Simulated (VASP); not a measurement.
# CaAs2Pd2 (I4/mmm) in VASP: relaxation of cell and atoms with LDA

Aim: the relaxation of cell and atoms of CaAs2Pd2 with LDA.

All numbers are computed with VASP 6.6.1; they aren't measurements. Logs are shortened: lines on timing, memory, paths and dates and some standing lists are left out, and cuts for length are marked.

**1. The cell of the first run**

The structure is tetragonal, space group I4/mmm (No. 139). Conventional cell: a = 4.310 Å, b = 4.310 Å, c = 10.227 Å, α = 90.00°, β = 90.00°, γ = 90.00°. Ca (site symmetry 4/mmm) has 10 As at 3.29 to 3.88 Å and 8 Pd at 3.34 Å and 4 Ca at 4.31 Å within 4.4 Å. As (site symmetry 4mm) has 1 As at 2.46 Å and 4 Pd at 2.53 Å and 4 Ca at 3.29 Å within 3.3 Å. Within 3.4 Å of Pd (site symmetry -4m2) lie 4 As at 2.53 Å and 4 Pd at 3.05 Å and 4 Ca at 3.34 Å.

**2. Relaxation of cell and atoms, LDA**

INCAR reads:

```
PREC = Accurate
ENCUT = 600
EDIFF = 1E-6
ISMEAR = 0
SIGMA = 0.1
LREAL = F
LASPH = T
NELM = 100
ALGO = Normal
ISIF = 3
LWAVE = F
LCHARG = F
IBRION = 2
NSW = 100
EDIFFG = -0.002
```

KPOINTS reads:

```
regular mesh
0
Gamma
  12 12 12
```

POSCAR reads:

```
CaAs2Pd2
1.0
   -2.1548951894      2.1548951894      5.1133625126
    2.1548951894     -2.1548951894      5.1133625126
    2.1548951894      2.1548951894     -5.1133625126
Ca As Pd
1 2 2
Direct
    0.0000000000      0.0000000000      0.0000000000
    0.3797473200      0.3797473200      0.0000000000
    0.6202526800      0.6202526800      0.0000000000
    0.7500000000      0.2500000000      0.5000000000
    0.2500000000      0.7500000000      0.5000000000
```

Potentials or basis: VASP PAW LDA potentials, release 64 (Ca_sv, As, Pd).

Run with:

```console
$ cat potpaw_LDA.64/Ca_sv/POTCAR potpaw_LDA.64/As/POTCAR potpaw_LDA.64/Pd/POTCAR > POTCAR
$ mpirun -np 1 vasp_std > vasp.out
```

OUTCAR:

```text
PREC = Accurate
   ENCUT = 600
   EDIFF = 1E-6
   ISMEAR = 0
   LREAL = F
   LASPH = T
   NELM = 100
   ISIF = 3
   IBRION = 2
   NSW = 100
   EDIFFG = -0.002

 ion  position               nearest neighbor table
   1  0.000  0.000  0.000-
   2  0.380  0.380  0.000-   3 2.46   5 2.53   4 2.53   4 2.53   5 2.53
   3  0.620  0.620  0.000-   2 2.46   4 2.53   5 2.53   4 2.53   5 2.53
   4  0.750  0.250  0.500-   2 2.53   3 2.53   2 2.53   3 2.53   5 3.05   5 3.05   5 3.05   5 3.05

   5  0.250  0.750  0.500-   2 2.53   3 2.53   2 2.53   3 2.53   4 3.05   4 3.05   4 3.05   4 3.05

  LATTYP: Found a body centered tetragonal cell.
 ALAT       =     4.3097903788
 C/A-ratio  =     2.3729054377

  Lattice vectors:

 A1 = (  -2.1548951894,   2.1548951894,   5.1133625126)
 A2 = (   2.1548951894,  -2.1548951894,   5.1133625126)
 A3 = (   2.1548951894,   2.1548951894,  -5.1133625126)

Analysis of symmetry for initial positions (statically):
=====================================================================
 Subroutine PRICEL returns:
 Original cell was already a primitive cell.

 Routine SETGRP: Setting up the symmetry group for a
 body centered tetragonal supercell.

 Subroutine GETGRP returns: Found 16 space group operations
 (whereof 16 operations were pure point group operations)
 out of a pool of 16 trial point group operations.

The static configuration has the point symmetry D_4h.

Analysis of symmetry for dynamics (positions and initial velocities):
=====================================================================
 Subroutine PRICEL returns:
 Original cell was already a primitive cell.

 Routine SETGRP: Setting up the symmetry group for a
 body centered tetragonal supercell.

 Subroutine GETGRP returns: Found 16 space group operations
 (whereof 16 operations were pure point group operations)
 out of a pool of 16 trial point group operations.

The dynamic configuration has the point symmetry D_4h.

 Subroutine INISYM returns: Found 16 space group operations
 (whereof 16 operations are pure point group operations),
 and found     1 'primitive' translations

----------------------------------------------------------------------------------------

[... 116 lines left out ...]
   IMIX   =      4    mixing-type and parameters
     AMIX     =   0.40;   BMIX     =  1.00
     AMIX_MAG =   1.60;   BMIX_MAG =  1.00
  volume/ion in A,a.u.               =      19.00       128.19
  Fermi-wavevector in a.u.,A,eV,Ry     =   1.227124  2.318929 20.488114  1.505834
  Thomas-Fermi vector in A             =   2.362099
   LORBIT       =      0    0 simple, 1 ext, 2 COOP (PROOUT), +10 PAW based schemes
   GGA     = CA    functional components
   LHFCALC =     F    Hartree Fock is set to
   AEXX    =    0.0000 exact exchange contribution
   IVDW    =     0    specifies the selected vdW correction
   LEPSILON=     F    determine dielectric tensor
   LRPA    =     F    only Hartree local field effects (RPA)
 conjugate gradient relaxation of ions
 non-spin polarized calculation
 Gauss-broadening in eV      SIGMA  =   0.10
  energy-cutoff  :      600.00
  volume of cell :       94.98
 maximum number of plane-waves:      3208
   NGX = 23   NGY = 23   NGZ = 23

--------------------------------------- Ionic step        1  -------------------------------------------

 number of electron      40.0000001 magnetization

 Free energy of the ion-electron system (eV)
  ---------------------------------------------------
  ext. energy  EPLUGINS =         0.00000000
  ---------------------------------------------------
  free energy    TOTEN  =       -29.84440474 eV

  energy without entropy =      -29.83561875  energy(sigma->0) =      -29.84001175

------------------------ aborting loop because EDIFF is reached ----------------------------------------

  FORCE on cell =-STRESS in cart. coord.  units (eV):
  Direction    XX          YY          ZZ          XY          YZ          ZX
  --------------------------------------------------------------------------------------
  -------------------------------------------------------------------------------------
  Total       -3.2256269     -3.2256269     -3.0003251      0.0000000      0.0000000      0.0000000
  in kB      -54.4133967    -54.4133967    -50.6127602      0.0000000      0.0000000      0.0000000
  external PRESSURE =     -53.1465179 kB  Pullay stress =       0.0000000 kB
[... 98 lines left out ...]
  FREE ENERGIE OF THE ION-ELECTRON SYSTEM (eV)
  ---------------------------------------------------
  free  energy   TOTEN  =       -29.9277660387 eV

  energy  without entropy=      -29.9199421527  energy(sigma->0) =      -29.92385410

[... ionic steps 4 to 11 ...]

--------------------------------------- Ionic step       12  -------------------------------------------

 number of electron      40.0000001 magnetization

------------------------ aborting loop because EDIFF is reached ----------------------------------------
[... 73 lines left out ...]
--------------------------------------- Ionic step       14  -------------------------------------------

 number of electron      40.0000001 magnetization

 Free energy of the ion-electron system (eV)
  ---------------------------------------------------
  ext. energy  EPLUGINS =         0.00000000
  ---------------------------------------------------
  free energy    TOTEN  =       -29.92805440 eV

  energy without entropy =      -29.92021674  energy(sigma->0) =      -29.92413557

 E-fermi :   7.4224     XC(G=0): -11.4497

 val. band max:        7.4175459386   @ k =   0.1667   0.0833   0.0833
 cond. band min:       7.4257264369   @ k =   0.0833   0.0000  -0.0000
 fundamental gap:      0.0081804983
 Fermi energy:         7.4223563943

 k-point     1 :       0.0000    0.0000    0.0000
  band No.  band energies     occupation
      1     -33.1234      2.00000
      2     -14.4599      2.00000
      3     -14.4599      2.00000
      4     -14.4455      2.00000
      5      -6.1051      2.00000
      6      -3.3041      2.00000
[... 637 lines left out ...]
     23      10.5904      0.00000
     24      10.9360      0.00000

 [... further k-points ...]

------------------------ aborting loop because EDIFF is reached ----------------------------------------

  FORCE on cell =-STRESS in cart. coord.  units (eV):
  Direction    XX          YY          ZZ          XY          YZ          ZX
  --------------------------------------------------------------------------------------
  -------------------------------------------------------------------------------------
  Total       -0.0020529     -0.0020529     -0.0037216      0.0000000      0.0000000      0.0000000
  in kB       -0.0364098     -0.0364098     -0.0660057      0.0000000      0.0000000      0.0000000
  external PRESSURE =      -0.0462751 kB  Pullay stress =       0.0000000 kB
[... 20 lines left out ...]
  FREE ENERGIE OF THE ION-ELECTRON SYSTEM (eV)
  ---------------------------------------------------
  free  energy   TOTEN  =       -29.9280544024 eV

  energy  without entropy=      -29.9202167388  energy(sigma->0) =      -29.92413557

 reached required accuracy - stopping structural energy minimisation
```

It took 29 min on 1 thread of Intel Xeon 6975P-C (Granite Rapids), shared host; peak memory 0.64 GiB.

What came out:

* Free energy: -29.9281 eV
* Relaxed volume: 18.07 Å³/atom
* Relaxed cell: a = 5.853 Å, b = 5.853 Å, c = 5.853 Å, α = 137.53°, β = 137.53°, γ = 61.62°
* Space group after relaxing (to 0.1 Å): I4/mmm (No. 139)
* Energy gained by relaxing: 16.7 meV/atom
* Ionic steps: 14
* Pressure after relaxing: 0.0 GPa
* Band gap on the k mesh: zero (bands 20 and 21 overlap by 2.19 eV)

Step by step:
```
step  energy change (eV)  largest force (eV/Å)  pressure (GPa)  volume (Å³)
   1              0.0000                0.3910           -5.31        94.98
   2             -0.0102                0.5651            5.91        86.58
   3             -0.0834                0.0566           -0.09        90.47
   4             -0.0834                0.0667            0.01        90.38
   5             -0.0836                0.0074            0.06        90.29
   6             -0.0836                0.0029            0.06        90.29
   7             -0.0836                0.0017            0.09        90.29
   8             -0.0836                0.0119           -0.06        90.40
   9             -0.0836                0.0046            0.01        90.34
  10             -0.0836                0.0053            0.01        90.34
  11             -0.0836                0.0062           -0.01        90.35
  12             -0.0836                0.0060            0.00        90.35
  13             -0.0836                0.0058           -0.01        90.35
  14             -0.0836                0.0007            0.00        90.34
```

Final structure:
```
Ca As Pd
1.0
    -2.11963    2.11963    5.02669
     2.11963   -2.11963    5.02669
     2.11963    2.11963   -5.02669
Ca As Pd
1 2 2
Direct
  0.00000 0.00000 0.00000
  0.37906 0.37906 0.00000
  0.62094 0.62094 0.00000
  0.75000 0.25000 0.50000
  0.25000 0.75000 0.50000
```
